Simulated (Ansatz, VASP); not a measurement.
NiSb in VASP and in Ansatz

```
Ni Sb
1.0
     0.00000    2.85538    2.85538
     2.85538    0.00000    2.85538
     2.85538    2.85538    0.00000
Ni Sb
1 1
Direct
  0.00000 0.00000 0.00000
  0.25000 0.25000 0.25000
```

Alike in both runs: functional PBE; k mesh 14 × 14 × 14; occupations gaussian, width 0.1 eV; no spin polarisation.

Ansatz relaxed the structure, and its values are those at the end. VASP's run is a single point on that final structure, the one shown.

|  | VASP | Ansatz |
| --- | --- | --- |
| version | VASP 6.6.1 | Ansatz 0.2.0 |
| potentials or method | VASP PAW PBE potentials, release 64 (Ni, Sb), cutoff 520 eV | scalar-relativistic, plane waves, PAW |
| valence electrons in the cell | 15 | 33 |

|  | VASP | Ansatz | Ansatz less VASP |
| --- | --- | --- | --- |
| gap on the k mesh at the Fermi level (eV) | none | none | - |
| pressure (GPa) | -0.1 | 0.0 | +0.14 |

A gap of «none» marks a metal or a gap that the smearing closes. With one functional, cell and mesh, what is left measures potentials, basis and numerics. VASP's potentials hold 15 valence electrons a cell and Ansatz's 33, so a difference there can come from the potentials and not from the codes.

Spin-orbit coupling is off throughout.
